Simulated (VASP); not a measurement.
# B2H6 in VASP: single point with PBE+D3(BJ)

Aim: the single point of B2H6 with PBE+D3(BJ).

All numbers are computed with VASP 6.6.1; they aren't measurements. Logs are shortened: lines on timing, memory, paths and dates and some standing lists are left out, and cuts for length are marked.

**1. The cell of the first run**

The cell holds a molecule in a box, 8 atoms: a = 5.909 Å, b = 6.517 Å, c = 26.728 Å, α = 90.00°, β = 90.00°, γ = 90.00°.

**2. Single point, PBE+D3(BJ)**

INCAR reads:

```
SYSTEM = BH3
PREC = Accurate
ENCUT = 520
EDIFF = 1E-7
ISMEAR = 0
SIGMA = 0.05
LREAL = .False.
LASPH = .True.
NELM = 80
ALGO = Normal
ISIF = 2
LWAVE = .False.
LCHARG = .False.
LDIPOL = .True.
IDIPOL = 3
DIPOL = 0.5 0.5 0.594
GGA = PE
IVDW = 12
NBANDS = 16
```

KPOINTS reads:

```
regular mesh
0
Gamma
  3 3 1
  0 0 0
```

POSCAR reads:

```
BH3
1.0
    5.9085268334      0.0000000000      0.0000000000
    0.0000000000      6.5169368715      0.0000000000
    0.0000000000      0.0000000000     26.7281649889
B H
2 6
Direct
    0.4408041235      0.2294533641      0.6119371009
    0.5945953172      0.0548462753      0.5767135260
    0.5540971297      0.2499513633      0.5692777928
    0.4915945366      0.0327134761      0.6198296977
    0.5350562031      0.3289622927      0.6432240879
    0.2427120743      0.2453258081      0.6037951606
    0.7931673378      0.0268372069      0.5819295981
    0.4900493216     -0.0476142731      0.5468979480
```

Potentials or basis: VASP PAW PBE potentials, release 64 (B, H).

Run with:

```bash
$ cat potpaw_PBE.64/B/POTCAR potpaw_PBE.64/H/POTCAR > POTCAR
$ mpirun -np 1 vasp_std > vasp.out
```

OUTCAR:

```text
SYSTEM = BH3
   PREC = Accurate
   ENCUT = 520
   EDIFF = 1E-7
   ISMEAR = 0
   LREAL = .False.
   LASPH = .True.
   NELM = 80
   ISIF = 2
   GGA = PE
   IVDW = 12
 IVDW          = 12

 ion  position               nearest neighbor table
   1  0.441  0.229  0.612-   6 1.19   5 1.20   3 1.33   4 1.33   2 1.73
   2  0.595  0.055  0.577-   7 1.20   8 1.21   3 1.31   4 1.31   1 1.73
   3  0.554  0.250  0.569-   2 1.31   1 1.33
   4  0.492  0.033  0.620-   2 1.31   1 1.33
   5  0.535  0.329  0.643-   1 1.20
   6  0.243  0.245  0.604-   1 1.19
   7  0.793  0.027  0.582-   2 1.20
   8  0.490  0.952  0.547-   2 1.21

  LATTYP: Found a simple orthorhombic cell.
 ALAT       =     5.9085268334
 B/A-ratio  =     1.1029715283
 C/A-ratio  =     4.5236597451

  Lattice vectors:

 A1 = (   5.9085268334,   0.0000000000,   0.0000000000)
 A2 = (   0.0000000000,   6.5169368715,   0.0000000000)
 A3 = (   0.0000000000,   0.0000000000,  26.7281649889)

Analysis of symmetry for initial positions (statically):
=====================================================================
 Subroutine PRICEL returns:
 Original cell was already a primitive cell.

 Routine SETGRP: Setting up the symmetry group for a
 simple orthorhombic supercell.

 Subroutine GETGRP returns: Found  1 space group operations
 (whereof  1 operations were pure point group operations)
 out of a pool of  8 trial point group operations.

The static configuration has the point symmetry C_1 .

Analysis of symmetry for dynamics (positions and initial velocities):
=====================================================================
 Subroutine PRICEL returns:
 Original cell was already a primitive cell.

 Routine SETGRP: Setting up the symmetry group for a
 simple orthorhombic supercell.

 Subroutine GETGRP returns: Found  1 space group operations
 (whereof  1 operations were pure point group operations)
 out of a pool of  8 trial point group operations.

The dynamic configuration has the point symmetry C_1 .

 Subroutine INISYM returns: Found  1 space group operations
 (whereof  1 operations are pure point group operations),
 and found     1 'primitive' translations
[... 93 lines left out ...]
   ISIF   =      2    stress and relaxation
   ISYM   =      2    0-nonsym 1-usesym 2-fastsym
   POTIM  = 0.5000    time-step for ionic-motion
   TEBEG  =    0.0;   TEEND  =   0.0 temperature during run
   PSTRESS=    0.0 pullay stress
   NELECT =      12.0000    total number of electrons
   NUPDOWN=      -1.0000    fix difference up-down
   EMIN   =  10.00;   EMAX   =-10.00  energy-range for DOS
   EFERMI =   0.00;   METHOD = LEGACY
   ISMEAR =     0;   SIGMA  =   0.05  broadening in eV -4-tet -1-fermi 0-gaus
   EFERMI_NEDOS =   21; number of points for ismear=-14 and -15
   IALGO  =     38    algorithm
   IMIX   =      4    mixing-type and parameters
     AMIX     =   0.40;   BMIX     =  1.00
     AMIX_MAG =   1.60;   BMIX_MAG =  1.00
  volume/ion in A,a.u.               =     128.65       868.16
  Fermi-wavevector in a.u.,A,eV,Ry     =   0.371226  0.701515  1.874998  0.137808
  Thomas-Fermi vector in A             =   1.299191
   LORBIT       =      0    0 simple, 1 ext, 2 COOP (PROOUT), +10 PAW based schemes
   GGA     = PE    functional components
   LHFCALC =     F    Hartree Fock is set to
   AEXX    =    0.0000 exact exchange contribution
   IVDW    =    12    specifies the selected vdW correction
   LEPSILON=     F    determine dielectric tensor
   LRPA    =     F    only Hartree local field effects (RPA)
 non-spin polarized calculation
 Gauss-broadening in eV      SIGMA  =   0.05
  energy-cutoff  :      520.00
  volume of cell :     1029.18
 maximum number of plane-waves:     27751
 NGX is ok and might be reduce to    48
   NGX = 21   NGY = 25   NGZ = 99

 number of electron      12.0000002 magnetization

 dipolmoment           0.000000      0.000000     -0.012813 electrons x Angstroem

 Free energy of the ion-electron system (eV)
  ---------------------------------------------------
  ext. energy  EPLUGINS =         0.00000000
  ---------------------------------------------------
  free energy    TOTEN  =       -33.97671012 eV

  energy without entropy =      -33.97671012  energy(sigma->0) =      -33.97671012

 E-fermi :  -7.2139     XC(G=0):  -0.8779

 val. band max:       -7.4422433842   @ k =   0.3333   0.0000   0.0000
 cond. band min:      -1.8033042881   @ k =   0.3333   0.0000   0.0000
 fundamental gap:      5.6389390961
 Fermi energy:        -7.2138867690

 k-point     1 :       0.0000    0.0000    0.0000
  band No.  band energies     occupation
      1     -16.3203      2.00000
      2     -10.8637      2.00000
      3     -10.4706      2.00000
      4      -9.0605      2.00000
      5      -8.8182      2.00000
      6      -7.5254      2.00000
[... 72 lines left out ...]
      3     -10.4764      2.00000
      4      -9.1652      2.00000
      5      -8.7372      2.00000
      6      -7.4436      2.00000
[... 8 lines left out ...]
     15       1.8585      0.00000
     16       2.0712      0.00000

------------------------ aborting loop because EDIFF is reached ----------------------------------------

 vacuum level on the upper side and lower side of the slab       (xc-potential included)        -0.036         0.023

 Edisp (eV)   -0.11488

 E8    (eV) :    -0.0299

  FORCE on cell =-STRESS in cart. coord.  units (eV):
  Direction    XX          YY          ZZ          XY          YZ          ZX
  --------------------------------------------------------------------------------------
  -------------------------------------------------------------------------------------
  Total      -0.24077    -0.20850     0.01592    -0.18968     0.24490    -0.17868
  in kB      -0.37482    -0.32459     0.02479    -0.29529     0.38125    -0.27816
  external pressure =       -0.22 kB  Pullay stress =        0.00 kB

 VOLUME and BASIS-vectors are now :
 -----------------------------------------------------------------------------
  energy-cutoff  :      520.00
  volume of cell :     1029.18
      direct lattice vectors                 reciprocal lattice vectors
     5.908526833  0.000000000  0.000000000     0.169246925  0.000000000  0.000000000
     0.000000000  6.516936871  0.000000000     0.000000000  0.153446323  0.000000000
     0.000000000  0.000000000 26.728164989     0.000000000  0.000000000  0.037413717

 POSITION                                       TOTAL-FORCE (eV/Angst)
 -----------------------------------------------------------------------------------
      2.60450      1.49533     16.35596         0.061494      0.002948      0.125708
      3.51318      0.35743     15.41449        -0.112861     -0.645264     -0.425159
      3.27390      1.62892     15.21575        -0.051023      0.012472      0.084758
      2.90460      0.21319     16.56691        -0.038184      0.232597      0.017249
      3.16139      2.14383     17.19220        -0.032797      0.065043      0.008348
      1.43407      1.59877     16.13834        -0.017190      0.010184      0.030792
      4.68645      0.17490     15.55391         0.027507      0.120480      0.081346
      2.89547      6.20664     14.61758         0.163055      0.201540      0.076958
 -----------------------------------------------------------------------------------
    total drift:                               -0.000059      0.000033     -0.000269

  FREE ENERGIE OF THE ION-ELECTRON SYSTEM (eV)
  ---------------------------------------------------
  free  energy   TOTEN  =       -34.0915875849 eV

  energy  without entropy=      -34.0915875849  energy(sigma->0) =      -34.09158758

 vacuum level on the upper side and lower side of the slab         0.210         0.270
```

OSZICAR:

```text
N       E                     dE             d eps       ncg     rms          rms(c)
DAV:   1     0.511869660757E+02    0.51187E+02   -0.29314E+03   176   0.417E+02
DAV:   2    -0.231363709303E+02   -0.74323E+02   -0.69811E+02   248   0.929E+01
DAV:   3    -0.372561554321E+02   -0.14120E+02   -0.14089E+02   232   0.453E+01
[... 17 lines left out ...]
DAV:  21    -0.339767082439E+02   -0.21531E-05   -0.24636E-08   208   0.578E-04    0.172E-04
DAV:  22    -0.339767098002E+02   -0.15563E-05   -0.24198E-08   184   0.508E-04    0.445E-05
DAV:  23    -0.339767099580E+02   -0.15784E-06   -0.11414E-09   216   0.145E-04    0.322E-05
DAV:  24    -0.339767100643E+02   -0.10628E-06   -0.63662E-10   176   0.110E-04    0.275E-05
DAV:  25    -0.339767101237E+02   -0.59377E-07   -0.63203E-10   192   0.994E-05
   1 F= -.34091588E+02 E0= -.34091588E+02  d E =-.136803E-10
```

stdout:

```text
POSCAR found type information on POSCAR B H
 POSCAR found :  2 types and       8 ions
 scaLAPACK will be used
 LDA part: xc-table for (Slater+PW92), standard interpolation
 POSCAR, INCAR and KPOINTS ok, starting setup
 FFT: planning ... GRIDC
 FFT: planning ... GRID_SOFT
 FFT: planning ... GRID
 WAVECAR not read
 entering main loop
```

Run time: 1.7 min. Hardware: 1 thread of Intel Xeon 6975P-C (Granite Rapids), shared host; peak memory 0.84 GiB.

What came out:

```yaml
Free_energy: -34.0916 eV
Largest_force: 0.781 eV/Å
Gap_between_the_frontier_levels: 5.64 eV, direct
Dispersion_energy_per_atom: -0.014 eV
```

Forces in eV/Å, atoms in the order of the input:
```
B    0.061  0.003  0.126
B   -0.113 -0.645 -0.425
H   -0.051  0.012  0.085
H   -0.038  0.233  0.017
H   -0.033  0.065  0.008
H   -0.017  0.010  0.031
H    0.028  0.120  0.081
H    0.163  0.202  0.077
```
